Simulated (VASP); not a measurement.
**MgS: single point with r2SCAN+rVV10**

Crystal: MgS.

```
CELL_PARAMETERS angstrom
4.00602 0.00000 0.00000
-2.00301 3.46931 0.00000
0.00000 0.00000 12.96366
ATOMIC_POSITIONS crystal
Mg 0.00000 0.00000 0.99886
Mg 0.33333 0.66667 0.24976
Mg 0.00000 0.00000 0.49886
Mg 0.66667 0.33333 0.74976
S 0.00000 0.00000 0.18804
S 0.33333 0.66667 0.43835
S 0.00000 0.00000 0.68804
S 0.66667 0.33333 0.93835
```

```yaml
Program: VASP 6.6.1
Task: single point
Functional: r2SCAN
Dispersion: rVV10
Potentials_or_basis: VASP PAW PBE potentials, release 64 (Mg, S)
Cutoff: 660 eV
k_mesh: 6 × 6 × 2
Occupations: fermi-dirac, width 0.03 eV
Spin: no spin polarisation
```

| Property | Result |
| --- | --- |
| Pressure | -0.3 GPa |
| Largest force | 0.007 eV/Å |
| Band gap on the k mesh | 4.10 eV |

Forces on the atoms (eV/Å):
```
Mg   0.000  0.000  0.007
Mg   0.000  0.000  0.002
Mg   0.000  0.000  0.007
Mg   0.000  0.000  0.002
S    0.000  0.000 -0.004
S    0.000  0.000 -0.004
S    0.000  0.000 -0.004
S    0.000  0.000 -0.004
```

Levels at points of the mesh, in eV from the valence-band top:
| k point | band 13 | band 14 | band 15 | band 16 | band 17 | band 18 | band 19 | band 20 |
| --- | --- | --- | --- | --- | --- | --- | --- | --- |
| (0.00, 0.00, 0.00) | -0.24 | -0.06 | -0.06 | 0.00 | 4.10 | 5.52 | 5.58 | 5.69 |
| (0.50, 0.00, 0.00) | -0.79 | -0.77 | -0.48 | -0.39 | 4.56 | 4.83 | 5.91 | 5.99 |
| (0.00, 0.00, 0.50) | -0.12 | -0.12 | -0.12 | -0.12 | 4.75 | 4.75 | 5.67 | 5.67 |
| (0.50, 0.00, 0.50) | -0.76 | -0.76 | -0.52 | -0.52 | 4.89 | 4.89 | 5.76 | 5.76 |

Run time: 24 min on 1 thread of Intel Xeon 8259CL, on a shared host, peak memory 0.95 GiB.

Caveat: the PAW data sets were made with another functional, which shifts forces and pressure a little. A k mesh can miss the band edges.
